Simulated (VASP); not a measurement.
# BN (I-4m2) in VASP: single point with r2SCAN

Aim: the single point of BN with r2SCAN.

Everything below comes from runs of VASP 6.6.1. Logs are shortened: lines on timing, memory, paths and dates and some standing lists are left out, and cuts for length are marked.

## 1. The cell of the first run

Symmetry: I-4m2, No. 119, tetragonal system. Conventional cell: a = 2.552 Å, b = 2.552 Å, c = 3.393 Å, α = 90.00°, β = 90.00°, γ = 90.00°. B (site symmetry -4m2) has 4 N at 1.53 Å within 2.0 Å. N (site symmetry -4m2) has 4 B at 1.53 Å within 2.0 Å.

## 2. Single point, r2SCAN (strain -0.0600 x Voigt [0, 0, 1, 0, 0, 0])

POSCAR

```
BN
1.0
    0.0000000000      1.8048137558      1.6965249305
    1.8048137558      0.0000000000      1.6965249305
    1.8048137558      1.8048137558      0.0000000000
B N
1 1
Direct
    0.0000000000      0.0000000000      0.0000000000
    0.7500000000      0.7500000000      0.7500000000
```

INCAR.step1

```
SYSTEM = BN
PREC = Accurate
ENCUT = 520
ISMEAR = 0
SIGMA = 0.05
LREAL = .False.
LASPH = .True.
NELM = 60
NBANDS = 11
GGA = PE
ALGO = Normal
EDIFF = 1E-4
LWAVE = .True.
LCHARG = .False.
```

INCAR.step2

```
SYSTEM = BN
PREC = Accurate
ENCUT = 520
EDIFF = 1E-6
ISMEAR = 0
SIGMA = 0.05
LREAL = .False.
LASPH = .True.
NELM = 60
ALGO = Normal
ISIF = 2
LWAVE = .False.
LCHARG = .False.
METAGGA = R2SCAN
LMIXTAU = .True.
NBANDS = 11
ISTART = 1
```

KPOINTS

```
Automatic mesh
0
Gamma
  12 12 12
  0 0 0
```

Potentials or basis: VASP PAW PBE potentials, release 64 (B, N).

Started as:

```bash
> cat potpaw_PBE.64/B/POTCAR potpaw_PBE.64/N/POTCAR > POTCAR
> cp INCAR.step1 INCAR
> mpirun -np 1 vasp_std > vasp.out
> cp INCAR.step2 INCAR
> mpirun -np 1 vasp_std > vasp.out
```

OUTCAR:

```text
SYSTEM = BN
   PREC = Accurate
   ENCUT = 520
   EDIFF = 1E-6
   ISMEAR = 0
   LREAL = .False.
   LASPH = .True.
   NELM = 60
   ISIF = 2
   METAGGA = R2SCAN
   ISTART = 1

 ion  position               nearest neighbor table
   1  0.000  0.000  0.000-   2 1.53   2 1.53   2 1.53   2 1.53
   2  0.750  0.750  0.750-   1 1.53   1 1.53   1 1.53   1 1.53

  LATTYP: Found a body centered tetragonal cell.
 ALAT       =     2.5523920910
 C/A-ratio  =     1.3293607487

  Lattice vectors:

 A1 = (   0.0000000000,  -1.8048137558,  -1.6965249305)
 A2 = (   0.0000000000,   1.8048137558,  -1.6965249305)
 A3 = (   1.8048137558,   0.0000000000,   1.6965249305)

Analysis of symmetry for initial positions (statically):
=====================================================================
 Subroutine PRICEL returns:
 Original cell was already a primitive cell.

 Routine SETGRP: Setting up the symmetry group for a
 body centered tetragonal supercell.

 Subroutine GETGRP returns: Found  8 space group operations
 (whereof  8 operations were pure point group operations)
 out of a pool of 16 trial point group operations.

The static configuration has the point symmetry D_2d.

Analysis of symmetry for dynamics (positions and initial velocities):
=====================================================================
 Subroutine PRICEL returns:
 Original cell was already a primitive cell.

 Routine SETGRP: Setting up the symmetry group for a
 body centered tetragonal supercell.

 Subroutine GETGRP returns: Found  8 space group operations
 (whereof  8 operations were pure point group operations)
 out of a pool of 16 trial point group operations.

The dynamic configuration has the point symmetry D_2d.

 Subroutine INISYM returns: Found  8 space group operations
 (whereof  8 operations are pure point group operations),
 and found     1 'primitive' translations

----------------------------------------------------------------------------------------

                                     Primitive cell

  volume of cell :      11.0524

  direct lattice vectors                    reciprocal lattice vectors
     0.000000000  1.804813756  1.696524931    -0.277036896  0.277036896  0.294720102
     1.804813756  0.000000000  1.696524931     0.277036896 -0.277036896  0.294720102
     1.804813756  1.804813756  0.000000000     0.277036896  0.277036896 -0.294720102

  length of vectors
     2.477004145  2.477004145  2.552392091     0.490264032  0.490264032  0.490264032

  position of ions in fractional coordinates (direct lattice)
[... 82 lines left out ...]
   NSW    =      0    number of steps for IOM
   IBRION =     -1    ionic relax: 0-MD 1-quasi-New 2-CG
   NFREE  =      0    steps in history (QN), initial steepest desc. (CG)
   ISIF   =      2    stress and relaxation
   ISYM   =      2    0-nonsym 1-usesym 2-fastsym
   POTIM  = 0.5000    time-step for ionic-motion
   TEBEG  =    0.0;   TEEND  =   0.0 temperature during run
   PSTRESS=    0.0 pullay stress
   NELECT =       8.0000    total number of electrons
   NUPDOWN=      -1.0000    fix difference up-down
   EMIN   =  10.00;   EMAX   =-10.00  energy-range for DOS
   EFERMI =   0.00;   METHOD = LEGACY
   ISMEAR =     0;   SIGMA  =   0.05  broadening in eV -4-tet -1-fermi 0-gaus
   EFERMI_NEDOS =   21; number of points for ismear=-14 and -15
   IALGO  =     38    algorithm
   IMIX   =      4    mixing-type and parameters
     AMIX     =   0.40;   BMIX     =  1.00
     AMIX_MAG =   1.60;   BMIX_MAG =  1.00
  volume/ion in A,a.u.               =       5.53        37.29
  Fermi-wavevector in a.u.,A,eV,Ry     =   1.469896  2.777700 29.396653  2.160593
  Thomas-Fermi vector in A             =   2.585218
   LORBIT       =      0    0 simple, 1 ext, 2 COOP (PROOUT), +10 PAW based schemes
   METAGGA = R2SCAN    functional components
   LHFCALC =     F    Hartree Fock is set to
   AEXX    =    0.0000 exact exchange contribution
   IVDW    =     0    specifies the selected vdW correction
   LEPSILON=     F    determine dielectric tensor
   LRPA    =     F    only Hartree local field effects (RPA)
 non-spin polarized calculation
 Gauss-broadening in eV      SIGMA  =   0.05
  energy-cutoff  :      520.00
  volume of cell :       11.05
 maximum number of plane-waves:       315
   NGX =  9   NGY =  9   NGZ =  9

 number of electron       7.9999999 magnetization

 Free energy of the ion-electron system (eV)
  ---------------------------------------------------
  ext. energy  EPLUGINS =         0.00000000
  ---------------------------------------------------
  free energy    TOTEN  =       -19.05067805 eV

  energy without entropy =      -19.05067805  energy(sigma->0) =      -19.05067805

 E-fermi :   8.7724     XC(G=0): -14.0054

 val. band max:        8.4786311284   @ k =   0.0000   0.0000   0.0000
 cond. band min:      12.4013202386   @ k =   0.5000   0.5000   0.0000
 fundamental gap:      3.9226891102
 Fermi energy:         8.7723689154

 k-point     1 :       0.0000    0.0000    0.0000
  band No.  band energies     occupation
      1     -13.9920      2.00000
      2       7.8934      2.00000
      3       7.8934      2.00000
      4       8.4786      2.00000
      5      17.6825      0.00000
      6      18.1304      0.00000
      7      18.1304      0.00000
      8      20.2986      0.00000
      9      35.5830      0.00000
     10      35.9877      0.00000
     11      37.6946      0.00000
[... 309 lines left out ...]
 k-point    24 :      -0.4167    0.1667    0.0000
  band No.  band energies     occupation
      1      -8.9737      2.00000
      2      -2.7658      2.00000
      3       4.1405      2.00000
      4       4.6895      2.00000
      5      17.6657      0.00000
      6      21.4822      0.00000
      7      22.4241      0.00000
      8      25.8575      0.00000
      9      30.8933      0.00000
     10      35.5478      0.00000
     11      37.7130      0.00000

 [... further k-points ...]
[... 5 lines left out ...]
  --------------------------------------------------------------------------------------
  -------------------------------------------------------------------------------------
  Total        1.0755090      1.0755090      3.7343470      0.0000000      0.0000000      0.0000000
  in kB      155.9084353    155.9084353    541.3401335      0.0000000      0.0000000      0.0000000
  external PRESSURE =     284.3856680 kB  Pullay stress =       0.0000000 kB

 VOLUME and BASIS-vectors are now :
 -----------------------------------------------------------------------------
  energy-cutoff  :      520.00
  volume of cell :       11.05
      direct lattice vectors                 reciprocal lattice vectors
     0.000000000  1.804813756  1.696524931    -0.277036896  0.277036896  0.294720102
     1.804813756  0.000000000  1.696524931     0.277036896 -0.277036896  0.294720102
     1.804813756  1.804813756  0.000000000     0.277036896  0.277036896 -0.294720102

 POSITION                                       TOTAL-FORCE (eV/Angst)
 -----------------------------------------------------------------------------------
      0.00000      0.00000      0.00000        -0.000000     -0.000000      0.000000
      2.70722      2.70722      2.54479         0.000000      0.000000     -0.000000
 -----------------------------------------------------------------------------------
    total drift:                                0.000093      0.000093     -0.000022

  FREE ENERGIE OF THE ION-ELECTRON SYSTEM (eV)
  ---------------------------------------------------
  free  energy   TOTEN  =       -19.0506780510 eV

  energy  without entropy=      -19.0506780510  energy(sigma->0) =      -19.05067805
```

OUTCAR.step1:

```text
SYSTEM = BN
   PREC = Accurate
   ENCUT = 520
   ISMEAR = 0
   LREAL = .False.
   LASPH = .True.
[... 558 lines left out ...]
      0.00000      0.00000      0.00000        -0.000000     -0.000000      0.000000
      2.70722      2.70722      2.54479         0.000000      0.000000     -0.000000
 -----------------------------------------------------------------------------------
    total drift:                               -0.000001     -0.000001     -0.000005

  FREE ENERGIE OF THE ION-ELECTRON SYSTEM (eV)
  ---------------------------------------------------
  free  energy   TOTEN  =       -17.3140641977 eV

  energy  without entropy=      -17.3140641977  energy(sigma->0) =      -17.31406420
```

It took 80 s on 1 thread of Intel Xeon 8259CL, shared host; peak memory 0.13 GiB.

Results:

```yaml
Free_energy: -19.0507 eV
Pressure: 28.4 GPa
Band_gap_on_the_k_mesh: 3.92 eV, indirect (least direct gap 9.20 eV)
```

Stress tensor (GPa, compression positive):
```
15.59  0.00  0.00
 0.00 15.59  0.00
 0.00  0.00 54.13
```

Levels at points of the mesh, in eV from the valence-band top:
| k point | band 1 | band 2 | band 3 | band 4 | band 5 | band 6 | band 7 | band 8 |
| --- | --- | --- | --- | --- | --- | --- | --- | --- |
| (0.00, 0.00, 0.00) | -22.47 | -0.59 | -0.59 | 0.00 | 9.20 | 9.65 | 9.65 | 11.82 |
| (0.50, 0.00, 0.00) | -17.83 | -12.10 | -3.03 | -2.04 | 10.37 | 11.04 | 12.80 | 16.78 |
| (0.50, 0.50, 0.00) | -15.79 | -9.51 | -6.43 | -6.43 | 3.92 | 8.78 | 20.02 | 20.02 |
| (0.50, 0.00, 0.50) | -16.58 | -10.48 | -5.52 | -5.47 | 5.09 | 10.37 | 19.24 | 20.21 |

Caveat: the cell differs from its parent crystal (strain -0.0600 x Voigt [0, 0, 1, 0, 0, 0]); the PAW data sets were made with another functional, which shifts forces and pressure a little. A k mesh can miss the band edges.
